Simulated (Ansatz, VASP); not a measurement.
## CoSi2 in VASP and in Ansatz

```xyz
3
Lattice="0.0000 2.6563 2.6563 2.6563 0.0000 2.6563 2.6563 2.6563 0.0000" Properties=species:S:1:pos:R:3 pbc="T T T"
Co    0.0000    0.0000    0.0000
Si    1.3281    1.4781    1.3281
Si    3.9844    4.1344    3.9844
```

Change from the starting cell: all Si atoms moved +0.150 Å, as atom 2 along Cartesian [0 1 0].

Alike in both runs: task single point; functional PBEsol; k mesh 16 × 16 × 16; occupations gaussian, width 0.15 eV; no spin polarisation.

|  | VASP | Ansatz |
| --- | --- | --- |
| version | VASP 6.6.1 | Ansatz 0.2.0 |
| potentials or method | VASP PAW PBE potentials, release 64 (Co, Si), cutoff 520 eV | scalar-relativistic, plane waves, PAW |
| valence electrons in the cell | 17 | 25 |

|  | VASP | Ansatz | Ansatz less VASP |
| --- | --- | --- | --- |
| gap on the k mesh at the Fermi level (eV) | none | none | - |
| pressure (GPa) | 2.0 | 1.9 | -0.11 |
| traceless stress, the component that is largest in VASP (GPa) | -0.76 | -0.73 | +0.037 |
| rms of the force components (eV/Å) | 0.772 | 0.763 | -0.0095 |

VASP's potentials were made for PBE, not for PBEsol. Atom by atom the forces differ by 0.010 eV/Å (rms over components). A gap of «none» marks a metal or a gap that the smearing closes. The functional is the same, so the differences come from potentials, cutoffs and numerics. VASP's potentials hold 17 valence electrons a cell and Ansatz's 25, so a difference there can come from the potentials and not from the codes.
